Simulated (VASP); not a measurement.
# MgO (zincblende type) (F-43m) in VASP: notebook

Aim: see how the results for MgO (zincblende type) move with the level of theory and the settings. Levels: PBEsol+D4, PBEsol. Tasks: single point.

Program: VASP 6.6.1. These are calculated values, not measurements. Logs are shortened: lines on timing, memory, paths and dates and some standing lists are left out, and cuts for length are marked.

**1. The cell of the first run**

The structure is cubic, space group F-43m (No. 216). Conventional cell: a = 4.481 Å, b = 4.481 Å, c = 4.481 Å, α = 90.00°, β = 90.00°, γ = 90.00°. Mg (site symmetry -43m) has 4 O at 1.94 Å within 2.6 Å. Within 2.6 Å of O (site symmetry -43m) lie 4 Mg at 1.94 Å.

**2. Single point, PBEsol+D4**

INCAR

```
ALGO = Normal
EDIFF = 1E-6
ENCUT = 520
GGA = PS
ISIF = 2
ISMEAR = -5
IVDW = 13
LASPH = True
LCHARG = False
LREAL = False
LWAVE = False
NBANDS = 11
NELM = 100
PREC = Accurate
SIGMA = 0.1
```

KPOINTS

```
k-points
0
Gamma
  16 16 16
```

POSCAR

```
MgO
1.0
    0.0000000000      2.2406844766      2.2406844766
    2.2406844766      0.0000000000      2.2406844766
    2.2406844766      2.2406844766      0.0000000000
Mg O
1 1
Direct
    0.0000000000      0.0000000000      0.0000000000
    0.2500000000      0.2500000000      0.2500000000
```

Potentials or basis: VASP PAW PBE potentials, release 64 (Mg, O).

The run is started by

```sh
> cat potpaw_PBE.64/Mg/POTCAR potpaw_PBE.64/O/POTCAR > POTCAR
> mpirun -np 1 vasp_std > vasp.out
```

OUTCAR:

```text
EDIFF = 1E-6
   ENCUT = 520
   GGA = PS
   ISIF = 2
   ISMEAR = -5
   IVDW = 13
   LASPH = True
   LREAL = False
   NELM = 100
   PREC = Accurate

 ion  position               nearest neighbor table
   1  0.000  0.000  0.000-   2 1.94   2 1.94   2 1.94   2 1.94
   2  0.250  0.250  0.250-   1 1.94   1 1.94   1 1.94   1 1.94

  LATTYP: Found a face centered cubic cell.
 ALAT       =     4.4813689532

  Lattice vectors:

 A1 = (   0.0000000000,   2.2406844766,   2.2406844766)
 A2 = (   2.2406844766,   0.0000000000,   2.2406844766)
 A3 = (   2.2406844766,   2.2406844766,   0.0000000000)

Analysis of symmetry for initial positions (statically):
=====================================================================
 Subroutine PRICEL returns:
 Original cell was already a primitive cell.

 Routine SETGRP: Setting up the symmetry group for a
 face centered cubic supercell.

 Subroutine GETGRP returns: Found 24 space group operations
 (whereof 24 operations were pure point group operations)
 out of a pool of 48 trial point group operations.

The static configuration has the point symmetry T_d .

Analysis of symmetry for dynamics (positions and initial velocities):
=====================================================================
 Subroutine PRICEL returns:
 Original cell was already a primitive cell.

 Routine SETGRP: Setting up the symmetry group for a
 face centered cubic supercell.

 Subroutine GETGRP returns: Found 24 space group operations
 (whereof 24 operations were pure point group operations)
 out of a pool of 48 trial point group operations.

The dynamic configuration has the point symmetry T_d .

 Subroutine INISYM returns: Found 24 space group operations
 (whereof 24 operations are pure point group operations),
 and found     1 'primitive' translations

----------------------------------------------------------------------------------------

                                     Primitive cell

  volume of cell :      22.4995

  direct lattice vectors                    reciprocal lattice vectors
     0.000000000  2.240684477  2.240684477    -0.223146099  0.223146099  0.223146099
     2.240684477  0.000000000  2.240684477     0.223146099 -0.223146099  0.223146099
     2.240684477  2.240684477  0.000000000     0.223146099  0.223146099 -0.223146099

  length of vectors
     3.168806376  3.168806376  3.168806376     0.386500381  0.386500381  0.386500381

  position of ions in fractional coordinates (direct lattice)
     0.000000000  0.000000000  0.000000000
     0.250000000  0.250000000  0.250000000
[... 88 lines left out ...]
   TEBEG  =    0.0;   TEEND  =   0.0 temperature during run
   PSTRESS=    0.0 pullay stress
   NELECT =       8.0000    total number of electrons
   NUPDOWN=      -1.0000    fix difference up-down
   EMIN   =  10.00;   EMAX   =-10.00  energy-range for DOS
   EFERMI =   0.00;   METHOD = LEGACY
   ISMEAR =    -5;   SIGMA  =   0.10  broadening in eV -4-tet -1-fermi 0-gaus
   EFERMI_NEDOS =   21; number of points for ismear=-14 and -15
   IALGO  =     38    algorithm
   IMIX   =      4    mixing-type and parameters
     AMIX     =   0.40;   BMIX     =  1.00
     AMIX_MAG =   1.60;   BMIX_MAG =  1.00
  volume/ion in A,a.u.               =      11.25        75.92
  Fermi-wavevector in a.u.,A,eV,Ry     =   1.159794  2.191693 18.301492  1.345122
  Thomas-Fermi vector in A             =   2.296383
   LORBIT       =      0    0 simple, 1 ext, 2 COOP (PROOUT), +10 PAW based schemes
   GGA     = PS    functional components
   LHFCALC =     F    Hartree Fock is set to
   AEXX    =    0.0000 exact exchange contribution
   IVDW    =    13    specifies the selected vdW correction
   LEPSILON=     F    determine dielectric tensor
   LRPA    =     F    only Hartree local field effects (RPA)
 non-spin polarized calculation
 Fermi weights with tetrahedron method with Bloechl corrections
  energy-cutoff  :      520.00
  volume of cell :       22.50
 maximum number of plane-waves:       620
   NGX = 11   NGY = 11   NGZ = 11

 number of electron       8.0000002 magnetization

 Free energy of the ion-electron system (eV)
  ---------------------------------------------------
  ext. energy  EPLUGINS =         0.00000000
  ---------------------------------------------------
  free energy    TOTEN  =       -12.16947227 eV

  energy without entropy =      -12.16947227  energy(sigma->0) =      -12.16947227

 E-fermi :   0.9811     XC(G=0): -10.1981

 val. band max:        0.9524052208   @ k =  -0.0625   0.0625   0.0000
 cond. band min:       4.7957736968   @ k =   0.0000   0.0000   0.0000
 fundamental gap:      3.8433684761
 Fermi energy:         0.9810634439

 k-point     1 :       0.0000    0.0000    0.0000
  band No.  band energies     occupation
      1     -15.0357      2.00000
      2       0.9510      2.00000
      3       0.9510      2.00000
      4       0.9510      2.00000
      5       4.7958      0.00000
      6      18.2585      0.00000
      7      18.2585      0.00000
      8      18.2585      0.00000
      9      21.6876      0.00000
     10      21.6884      0.00000
     11      21.8478      0.00000
[... 309 lines left out ...]
 k-point    24 :      -0.0625    0.0625    0.0000
  band No.  band energies     occupation
      1     -14.9648      2.00000
      2       0.4586      2.00000
      3       0.8848      2.00000
      4       0.9524      2.00000
      5       5.3922      0.00000
      6      17.4214      0.00000
      7      17.9063      0.00000
      8      18.4187      0.00000
      9      19.6307      0.00000
     10      20.5745      0.00000
     11      22.3405      0.00000

 [... further k-points ...]

------------------------ aborting loop because EDIFF is reached ----------------------------------------

  DFT-D4 for vdW energy calculation

  Edisp (eV):   -0.16342

  FORCE on cell =-STRESS in cart. coord.  units (eV):
  Direction    XX          YY          ZZ          XY          YZ          ZX
  --------------------------------------------------------------------------------------
  -------------------------------------------------------------------------------------
  Total       0.97400     0.97400     0.97400     0.00000    -0.00000     0.00000
  in kB      69.35787    69.35787    69.35787     0.00000    -0.00000     0.00000
  external pressure =       69.36 kB  Pullay stress =        0.00 kB

 VOLUME and BASIS-vectors are now :
 -----------------------------------------------------------------------------
  energy-cutoff  :      520.00
  volume of cell :       22.50
      direct lattice vectors                 reciprocal lattice vectors
     0.000000000  2.240684477  2.240684477    -0.223146099  0.223146099  0.223146099
     2.240684477  0.000000000  2.240684477     0.223146099 -0.223146099  0.223146099
     2.240684477  2.240684477  0.000000000     0.223146099  0.223146099 -0.223146099

 POSITION                                       TOTAL-FORCE (eV/Angst)
 -----------------------------------------------------------------------------------
      0.00000      0.00000      0.00000        -0.000000     -0.000000     -0.000000
      1.12034      1.12034      1.12034         0.000000      0.000000      0.000000
 -----------------------------------------------------------------------------------
    total drift:                               -0.000000     -0.000000     -0.000000

  FREE ENERGIE OF THE ION-ELECTRON SYSTEM (eV)
  ---------------------------------------------------
  free  energy   TOTEN  =       -12.3328941362 eV

  energy  without entropy=      -12.3328941362  energy(sigma->0) =      -12.33289414
```

stdout:

```text
POSCAR found type information on POSCAR MgO
 POSCAR found :  2 types and       2 ions
 scaLAPACK will be used
 -----------------------------------------------------------------------------
|                                                                             |
|                                                                             |
|     You enforced a specific xc type in the INCAR file but a different       |
|     I HOPE YOU KNOW WHAT YOU ARE DOING!                                     |
|                                                                             |
 -----------------------------------------------------------------------------

 LDA part: xc-table for (Slater+PW92), standard interpolation
 POSCAR, INCAR and KPOINTS ok, starting setup
 FFT: planning ... GRIDC
 FFT: planning ... GRID_SOFT
 FFT: planning ... GRID
 WAVECAR not read
 entering main loop
```

It took 47 s on 1 thread of Intel Xeon 8259CL, shared host; peak memory 0.17 GiB.

What came out:

```yaml
Free_energy: -12.3329 eV
Pressure: 6.9 GPa
Band_gap_on_the_k_mesh: 3.84 eV
Dispersion_energy_per_atom: -0.082 eV
```

Levels at points of the mesh, in eV from the valence-band top:
```csv
k point,band 2,band 3,band 4,band 5,band 6,band 7
"(0.00, 0.00, 0.00)",0.00,0.00,0.00,3.84,17.31,17.31
"(0.50, 0.00, 0.00)",-3.24,-0.19,-0.19,9.05,10.00,14.91
"(0.50, 0.50, 0.00)",-2.67,-0.77,-0.77,6.23,11.68,14.87
```

Caveat: the cell stands under pressure; the PAW data sets were made with another functional, which shifts forces and pressure a little. A k mesh can miss the band edges.

**3. Single point, PBEsol**

This run uses another cell than the first one, of 11.97 Å³/atom.

INCAR

```
SYSTEM = MgO
ALGO = Normal
EDIFF = 1E-7
ENCUT = 520
GGA = PS
ISIF = 2
ISMEAR = -1
LASPH = .True.
LCHARG = .True.
LELF = .True.
LREAL = .False.
LVHAR = .True.
LWAVE = .False.
NBANDS = 11
NELM = 100
PREC = Accurate
SIGMA = 0.05
```

KPOINTS

```
k-points
0
Gamma
  16 16 16
  0 0 0
```

POSCAR

```
MgO
1.0
    0.0000000000      2.2873787783      2.2873787783
    2.2873787783      0.0000000000      2.2873787783
    2.2873787783      2.2873787783      0.0000000000
Mg O
1 1
Direct
    0.0000000000      0.0000000000      0.0000000000
    0.2500000000      0.2500000000      0.2500000000
```

Potentials or basis: VASP PAW PBE potentials, release 64 (Mg, O).

The run is started by

```sh
> cat potpaw_PBE.64/Mg/POTCAR potpaw_PBE.64/O/POTCAR > POTCAR
> mpirun -np 1 vasp_std > vasp.out
```

Run time: 46 s. Hardware: 1 thread of Intel Xeon 8259CL, shared host; peak memory 0.17 GiB.

It converged, with:

| Property | Result |
| --- | --- |
| Free energy | -12.2049 eV |
| Pressure | -0.2 GPa |
| Band gap on the k mesh | 3.49 eV |

Levels at points of the mesh, in eV from the valence-band top:
| k point | band 2 | band 3 | band 4 | band 5 | band 6 | band 7 |
| --- | --- | --- | --- | --- | --- | --- |
| (0.00, 0.00, 0.00) | 0.00 | 0.00 | 0.00 | 3.49 | 16.63 | 16.63 |
| (0.50, 0.00, 0.00) | -3.07 | -0.19 | -0.19 | 8.61 | 9.53 | 14.44 |
| (0.50, 0.50, 0.00) | -2.53 | -0.75 | -0.75 | 6.08 | 11.35 | 13.97 |

Caveat: the PAW data sets were made with another functional, which shifts forces and pressure a little.

**4. Single point, PBEsol (11.97 Å³/atom)**

This run uses another cell than the first one, of 11.97 Å³/atom.

INCAR

```
  PREC = Accurate
  ENCUT = 520
  EDIFF = 1E-6
  ISMEAR = -1
  SIGMA = 0.05
  LREAL = False
  LASPH = True
  NELM = 100
  ALGO = Normal
  ISIF = 2
  LWAVE = False
  LCHARG = False
  GGA = PS
  NBANDS = 11
```

KPOINTS

```
regular mesh
0
Gamma
  16 16 16
```

POSCAR is that of step 3.

The run is started by

```sh
> cat potpaw_PBE.64/Mg/POTCAR potpaw_PBE.64/O/POTCAR > POTCAR
> mpirun -np 1 vasp_std > vasp.out
```

It took 30 s on 1 thread of Intel Xeon 8259CL, shared host; peak memory 0.17 GiB.

The run converged. Its results:

```yaml
Free_energy: -12.2049 eV
Pressure: -0.2 GPa
Band_gap_on_the_k_mesh: 3.49 eV
```

Levels at points of the mesh, in eV from the valence-band top:
```tsv
k point	band 1	band 2	band 3	band 4	band 5	band 6	band 7	band 8	band 9
(0.00, 0.00, 0.00)	-15.80	0.00	0.00	0.00	3.49	16.63	16.63	16.63	20.15
(0.50, 0.00, 0.00)	-15.12	-3.07	-0.18	-0.18	8.61	9.53	14.44	14.44	19.42
(0.50, 0.50, 0.00)	-14.93	-2.53	-0.75	-0.75	6.08	11.35	13.97	16.47	16.47
```

Caveat: the PAW data sets were made with another functional, which shifts forces and pressure a little.
